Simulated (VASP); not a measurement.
# O (Pm-3m) in VASP: notebook

The runs below take O through single point, with PBE.

All numbers are computed with VASP 6.6.1; they aren't measurements. Logs are shortened: lines on timing, memory, paths and dates and some standing lists are left out, and cuts for length are marked.

## 1. The cell of the first run

The structure is cubic, space group Pm-3m (No. 221). Conventional cell: a = 1.637 Å, b = 1.637 Å, c = 1.637 Å, α = 90.00°, β = 90.00°, γ = 90.00°. O (site symmetry m-3m) has 6 O at 1.64 Å within 2.2 Å.

## 2. Single point, PBE (volume scaled by 0.55)

The input, INCAR:

```
PREC = Accurate ; ENCUT = 520
EDIFF = 1E-6 ; ISMEAR = -1
SIGMA = 0.1 ; LREAL = False
LASPH = True ; NELM = 80
ALGO = Normal ; ISIF = 2
LWAVE = False ; LCHARG = True
GGA = PE ; LELF = True
LVHAR = True ; NBANDS = 9
```

The input, KPOINTS:

```
Automatic mesh
0
Gamma
  18 18 18
```

The input, POSCAR:

```
O
1.0
    1.6369658639      0.0000000000      0.0000000000
    0.0000000000      1.6369658639      0.0000000000
    0.0000000000      0.0000000000      1.6369658639
O
1
Direct
    0.0000000000      0.0000000000      0.0000000000
```

Potentials or basis: VASP PAW PBE potentials, release 64 (O).

The run is started by

```
$ cat potpaw_PBE.64/O/POTCAR > POTCAR
$ mpirun -np 1 vasp_std > vasp.out
```

OUTCAR:

```text
PREC = Accurate
   ENCUT = 520
   EDIFF = 1E-6
   ISMEAR = -1
   LREAL = False
   LASPH = True
   NELM = 80
   ISIF = 2
   GGA = PE

 ion  position               nearest neighbor table
   1  0.000  0.000  0.000-

  LATTYP: Found a simple cubic cell.
 ALAT       =     1.6369658639

  Lattice vectors:

 A1 = (   1.6369658639,   0.0000000000,   0.0000000000)
 A2 = (   0.0000000000,   1.6369658639,   0.0000000000)
 A3 = (   0.0000000000,   0.0000000000,   1.6369658639)

Analysis of symmetry for initial positions (statically):
=====================================================================
 Subroutine PRICEL returns:
 Original cell was already a primitive cell.

 Routine SETGRP: Setting up the symmetry group for a
 simple cubic supercell.

 Subroutine GETGRP returns: Found 48 space group operations
 (whereof 48 operations were pure point group operations)
 out of a pool of 48 trial point group operations.

The static configuration has the point symmetry O_h .

Analysis of symmetry for dynamics (positions and initial velocities):
=====================================================================
 Subroutine PRICEL returns:
 Original cell was already a primitive cell.

 Routine SETGRP: Setting up the symmetry group for a
 simple cubic supercell.

 Subroutine GETGRP returns: Found 48 space group operations
 (whereof 48 operations were pure point group operations)
 out of a pool of 48 trial point group operations.

The dynamic configuration has the point symmetry O_h .

 Subroutine INISYM returns: Found 48 space group operations
 (whereof 48 operations are pure point group operations),
 and found     1 'primitive' translations

----------------------------------------------------------------------------------------

                                     Primitive cell

  volume of cell :       4.3865

  direct lattice vectors                    reciprocal lattice vectors
     1.636965864  0.000000000  0.000000000     0.610886288  0.000000000  0.000000000
     0.000000000  1.636965864  0.000000000     0.000000000  0.610886288  0.000000000
     0.000000000  0.000000000  1.636965864     0.000000000  0.000000000  0.610886288

  length of vectors
     1.636965864  1.636965864  1.636965864     0.610886288  0.610886288  0.610886288

  position of ions in fractional coordinates (direct lattice)
     0.000000000  0.000000000  0.000000000

  ion indices of the primitive-cell ions
   primitive index   ion index
                 1           1

----------------------------------------------------------------------------------------

 KPOINTS: Automatic mesh

Automatic generation of k-mesh.
 Grid dimensions read from file:
 generate k-points for:   18   18   18

 Generating k-lattice:

  Cartesian coordinates                     Fractional coordinates (reciprocal lattice)
     0.033938127  0.000000000  0.000000000     0.055555556  0.000000000  0.000000000
     0.000000000  0.033938127  0.000000000     0.000000000  0.055555556  0.000000000
     0.000000000  0.000000000  0.033938127     0.000000000  0.000000000  0.055555556

  Length of vectors
     0.033938127  0.033938127  0.033938127

  Shift w.r.t. Gamma in fractional coordinates (k-lattice)
     0.000000000  0.000000000  0.000000000

 Subroutine IBZKPT returns following result:
 ===========================================

 Found    220 irreducible k-points:

 Following reciprocal coordinates:
            Coordinates               Weight
  0.000000  0.000000  0.000000      1.000000
  0.055556  0.000000  0.000000      6.000000
  0.111111  0.000000  0.000000      6.000000
  0.166667  0.000000  0.000000      6.000000
  0.222222  0.000000  0.000000      6.000000
  0.277778  0.000000  0.000000      6.000000
[... 16 lines left out ...]
  0.277778  0.111111  0.000000     24.000000
  0.333333  0.111111  0.000000     24.000000
 [... further k-points ...]
   k-points           NKPTS =    220   k-points in BZ     NKDIM =    220   number of bands    NBANDS=      9
   number of dos      NEDOS =    301   number of ions     NIONS =      1
   total plane-waves  NPLWV =   1728
   dimension x,y,z NGX =    12 NGY =   12 NGZ =   12
   dimension x,y,z NGXF=    24 NGYF=   24 NGZF=   24
   ions per type =               1
   NGX,Y,Z   is equivalent  to a cutoff of  12.19, 12.19, 12.19 a.u.
   NGXF,Y,Z  is equivalent  to a cutoff of  24.37, 24.37, 24.37 a.u.
 SYSTEM =  unknown system
   PREC   = accura    normal or accurate (medium, high low for compatibility)
   ISTART =      0    job   : 0-new  1-cont  2-samecut
   ICHARG =      2    charge: 1-file 2-atom 10-const
   ISPIN  =      1    spin polarized calculation?
   LNONCOLLINEAR =      F non collinear calculations
   LSORBIT =      F    spin-orbit coupling
   LASPH  =      T    aspherical Exc in radial PAW
   ENCUT  =  520.0 eV  38.22 Ry    6.18 a.u.   3.04  3.04  3.04*2*pi/ulx,y,z
   NELM   =     80;   NELMIN=  2; NELMDL= -5     # of ELM steps
   EDIFF  = 0.1E-05   stopping-criterion for ELM
   LREAL  =      F    real-space projection
   EDIFFG = 0.1E-04   stopping-criterion for IOM
   NSW    =      0    number of steps for IOM
   IBRION =     -1    ionic relax: 0-MD 1-quasi-New 2-CG
   NFREE  =      0    steps in history (QN), initial steepest desc. (CG)
   ISIF   =      2    stress and relaxation
   ISYM   =      2    0-nonsym 1-usesym 2-fastsym
   POTIM  = 0.5000    time-step for ionic-motion
   TEBEG  =    0.0;   TEEND  =   0.0 temperature during run
   PSTRESS=    0.0 pullay stress
   NELECT =       6.0000    total number of electrons
   NUPDOWN=      -1.0000    fix difference up-down
   EMIN   =  10.00;   EMAX   =-10.00  energy-range for DOS
   EFERMI =   0.00;   METHOD = LEGACY
   ISMEAR =    -1;   SIGMA  =   0.10  broadening in eV -4-tet -1-fermi 0-gaus
   EFERMI_NEDOS =   21; number of points for ismear=-14 and -15
   IALGO  =     38    algorithm
   IMIX   =      4    mixing-type and parameters
     AMIX     =   0.40;   BMIX     =  1.00
     AMIX_MAG =   1.60;   BMIX_MAG =  1.00
  volume/ion in A,a.u.               =       4.39        29.60
  Fermi-wavevector in a.u.,A,eV,Ry     =   1.817268  3.434138 44.932732  3.302463
  Thomas-Fermi vector in A             =   2.874507
   LORBIT       =      0    0 simple, 1 ext, 2 COOP (PROOUT), +10 PAW based schemes
   GGA     = PE    functional components
   LHFCALC =     F    Hartree Fock is set to
   AEXX    =    0.0000 exact exchange contribution
   IVDW    =     0    specifies the selected vdW correction
   LEPSILON=     F    determine dielectric tensor
   LRPA    =     F    only Hartree local field effects (RPA)
 non-spin polarized calculation
  energy-cutoff  :      520.00
  volume of cell :        4.39
 maximum number of plane-waves:       136
   NGX =  7   NGY =  7   NGZ =  7

 number of electron       5.9999995 magnetization

 Free energy of the ion-electron system (eV)
  ---------------------------------------------------
  ext. energy  EPLUGINS =         0.00000000
  ---------------------------------------------------
  free energy    TOTEN  =        -0.65665907 eV

  energy without entropy =       -0.64308686  energy(sigma->0) =       -0.64987297

 E-fermi :  13.7655     XC(G=0): -15.5213

 val. band max:       13.7653531565   @ k =   0.2778   0.1667   0.1667
 cond. band min:      13.7705581238   @ k =   0.4444   0.1667   0.0000
 fundamental gap:      0.0052049673
 Fermi energy:        13.7655364338

 k-point     1 :       0.0000    0.0000    0.0000
  band No.  band energies     occupation
      1     -18.8928      2.00000
      2      15.2542      0.00000
      3      15.2542      0.00000
      4      15.2542      0.00000
      5      38.8829      0.00000
      6      44.3315      0.00000
      7      44.3315      0.00000
      8      74.4606      0.00000
      9      74.4606      0.00000

 k-point     2 :       0.0556    0.0000    0.0000
  band No.  band energies     occupation
      1     -18.7578      2.00000
      2      14.5944      0.00050
      3      15.3171      0.00000
      4      15.3171      0.00000
      5      38.9931      0.00000
      6      44.4898      0.00000
      7      44.9350      0.00000
      8      73.9350      0.00000
      9      73.9351      0.00000

 k-point     3 :       0.1111    0.0000    0.0000
  band No.  band energies     occupation
      1     -18.3543      2.00000
      2      12.8146      1.99985
      3      15.5006      0.00000
      4      15.5006      0.00000
      5      39.2672      0.00000
      6      44.9628      0.00000
      7      46.5342      0.00000
      8      72.4620      0.00000
      9      72.4620      0.00000

 k-point     4 :       0.1667    0.0000    0.0000
  band No.  band energies     occupation
      1     -17.6881      2.00000
      2      10.3270      2.00000
      3      15.7882      0.00000
      4      15.7882      0.00000
      5      39.6318      0.00000
      6      45.7428      0.00000
      7      48.5766      0.00000
      8      70.3020      0.00000
      9      70.3020      0.00000
[... 205 lines left out ...]
 k-point    22 :       0.2222    0.1111    0.0000
  band No.  band energies     occupation
      1     -16.2394      2.00000
      2       7.8423      2.00000
      3      13.9759      0.21741
      4      16.3836      0.00000
      5      39.8792      0.00000
      6      48.0804      0.00000
      7      51.2348      0.00000
      8      64.9853      0.00000
      9      67.9705      0.00000

 k-point    23 :       0.2778    0.1111    0.0000
  band No.  band energies     occupation
      1     -15.0898      2.00000
      2       4.9752      2.00000
      3      14.4749      0.00166
      4      16.7796      0.00000
      5      39.9489      0.00000
      6      49.1822      0.00000
      7      52.3377      0.00000
      8      62.9618      0.00000
      9      65.8609      0.00000

 k-point    24 :       0.3333    0.1111    0.0000
  band No.  band energies     occupation
      1     -13.7432      2.00000
      2       2.1905      2.00000
      3      14.9764      0.00001
      4      17.1678      0.00000
      5      39.9273      0.00000
      6      50.4069      0.00000
      7      52.9134      0.00000
      8      61.0507      0.00000
      9      63.9360      0.00000

 [... further k-points ...]
[... 5 lines left out ...]
  --------------------------------------------------------------------------------------
  -------------------------------------------------------------------------------------
  Total       10.0574480     10.0574480     10.0574480     -0.0000000      0.0000000      0.0000000
  in kB     3673.4954690   3673.4954690   3673.4954690     -0.0000000      0.0000000      0.0000000
  external PRESSURE =    3673.4954690 kB  Pullay stress =       0.0000000 kB

 VOLUME and BASIS-vectors are now :
 -----------------------------------------------------------------------------
  energy-cutoff  :      520.00
  volume of cell :        4.39
      direct lattice vectors                 reciprocal lattice vectors
     1.636965864  0.000000000  0.000000000     0.610886288  0.000000000  0.000000000
     0.000000000  1.636965864  0.000000000     0.000000000  0.610886288  0.000000000
     0.000000000  0.000000000  1.636965864     0.000000000  0.000000000  0.610886288

 POSITION                                       TOTAL-FORCE (eV/Angst)
 -----------------------------------------------------------------------------------
      0.00000      0.00000      0.00000         0.000000      0.000000      0.000000
 -----------------------------------------------------------------------------------
    total drift:                               -0.000000     -0.000000     -0.000000

  FREE ENERGIE OF THE ION-ELECTRON SYSTEM (eV)
  ---------------------------------------------------
  free  energy   TOTEN  =        -0.6566590687 eV

  energy  without entropy=       -0.6430868628  energy(sigma->0) =       -0.64987297
```

Run time: 2.7 s. Hardware: 1 thread of Intel Xeon 6975P-C, shared host; peak memory 0.11 GiB.

Results:

- Free energy: -0.6567 eV
- Pressure: 367.3 GPa
- Band gap on the k mesh: zero (band 3 reaches 17.59 eV, above the bottom of band 4 at 6.02 eV)

## 3. Single point, PBE (volume scaled by 0.65)

The input, INCAR:

```
PREC     = Accurate       # precision mode
ENCUT    = 520            # plane-wave cutoff, eV
EDIFF    = 1E-6           # SCF threshold, eV
ISMEAR   = -1             # smearing method
SIGMA    = 0.1            # smearing width, eV
LREAL    = F              # projectors in reciprocal space
LASPH    = T              # aspherical terms in the spheres
NELM     = 100            # most SCF steps
ALGO     = Normal         # electronic algorithm
ISIF     = 2              # what is computed and relaxed
LWAVE    = F              # write WAVECAR
LCHARG   = F              # write CHGCAR
GGA      = PE             # functional
NBANDS   = 9              # bands
```

KPOINTS is that of step 2.

The input, POSCAR:

```
O
1.0
    1.7307055197      0.0000000000      0.0000000000
    0.0000000000      1.7307055197      0.0000000000
    0.0000000000      0.0000000000      1.7307055197
O
1
Direct
    0.0000000000      0.0000000000      0.0000000000
```

Potentials or basis: VASP PAW PBE potentials, release 64 (O).

The run is started by

```
$ cat potpaw_PBE.64/O/POTCAR > POTCAR
$ mpirun -np 1 vasp_std > vasp.out
```

Wall time 3.4 s (1 thread of Intel Xeon 6975P-C, shared host); peak memory 0.11 GiB.

The run converged. Its results:

```yaml
Free_energy: -1.9971 eV
Pressure: 188.2 GPa
Band_gap_on_the_k_mesh: zero (band 3 reaches 13.20 eV, above the bottom of band 4 at 3.69 eV)
```

Levels at points of the mesh, in eV from the Fermi level:
```
           k point  band 1  band 2  band 3  band 4  band 5  band 6  band 7
(0.00, 0.00, 0.00)  -28.95    1.43    1.43    1.43   22.09   29.68   29.68
(0.50, 0.00, 0.00)  -22.48  -14.17    3.28    3.28   25.96   33.95   37.64
(0.50, 0.50, 0.00)  -16.51   -9.66   -9.66    4.78   11.62   39.00   39.00
(0.50, 0.50, 0.50)  -10.92   -6.24   -6.24   -6.24   21.34   21.34   21.34
```
